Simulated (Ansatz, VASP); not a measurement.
Two plane-wave programs on Ca

```
Ca
1.0
    -3.06454    3.06454    4.21491
     3.06454   -3.06454    4.21491
     3.06454    3.06454   -4.21491
Ca
3
Direct
  0.75000 0.25000 0.50000
  0.25000 0.75000 0.50000
  0.00000 0.00000 0.00000
```

Alike in both runs: functional PBE; k mesh 4 × 4 × 4; occupations gaussian, width 0.1 eV; no spin polarisation.

Ansatz relaxed the structure, and its values are those at the end. VASP's run is a single point on that final structure, the one shown.

|  | VASP | Ansatz |
| --- | --- | --- |
| version | VASP 6.6.1 | Ansatz 0.2.0 |
| potentials or method | VASP PAW PBE potentials, release 64 (Ca_sv), cutoff 520 eV | scalar-relativistic, plane waves, PAW |
| valence electrons in the cell | 30 | 30 |

|  | VASP | Ansatz | Ansatz less VASP |
| --- | --- | --- | --- |
| gap on the k mesh at the Fermi level (eV) | none | none | - |
| pressure (GPa) | 0.0 | 0.0 | -0.01 |

A gap of «none» marks a metal or a gap that the smearing closes.

The k mesh is coarse, so the values compare programs but aren't converged.
